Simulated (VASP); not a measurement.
Ti6H: single point with PBE

The system is Ti6H, a slab with vacuum.

```
CELL_PARAMETERS angstrom
2.93816 0.00000 0.00000
0.00000 4.65047 0.00000
0.00000 0.00000 21.28422
ATOMIC_POSITIONS crystal
Ti 0.00000 0.75000 0.18793
Ti 0.50000 0.25000 0.22778
Ti 0.50000 0.75000 0.30748
Ti 0.00000 0.25000 0.34613
Ti 0.00000 0.75000 0.41959
Ti 0.50000 0.25000 0.46405
H 0.50000 0.25000 0.54544
```

* Program: VASP 6.6.1
* Task: single point
* Functional: PBE
* Potentials or basis: VASP PAW PBE potentials, release 64 (Ti_sv, H)
* Cutoff: 520 eV
* k mesh: 9 × 6 × 1
* Occupations: gaussian, width 0.1 eV
* Spin: no spin polarisation

The largest force is 0.442 eV/Å.

Forces in eV/Å, atoms in the order of the input:
```
Ti   0.000  0.000  0.254
Ti   0.000  0.000  0.092
Ti   0.000  0.000 -0.442
Ti   0.000  0.000  0.114
Ti   0.000  0.000 -0.008
Ti   0.000  0.000 -0.004
H    0.000  0.000 -0.006
```

Levels at points of the mesh, in eV from the Fermi level:
```tsv
k point	band 35	band 36	band 37	band 38	band 39	band 40
(0.00, 0.00, 0.00)	-0.20	0.14	0.45	0.57	0.66	0.96
(0.00, 0.50, 0.00)	-0.34	0.05	0.17	0.25	0.40	0.55
```

Wall time 6.7 min on 1 thread of AMD EPYC 9R45 96-Core Processor (Zen 5), with other jobs on the host, peak memory 0.42 GiB.
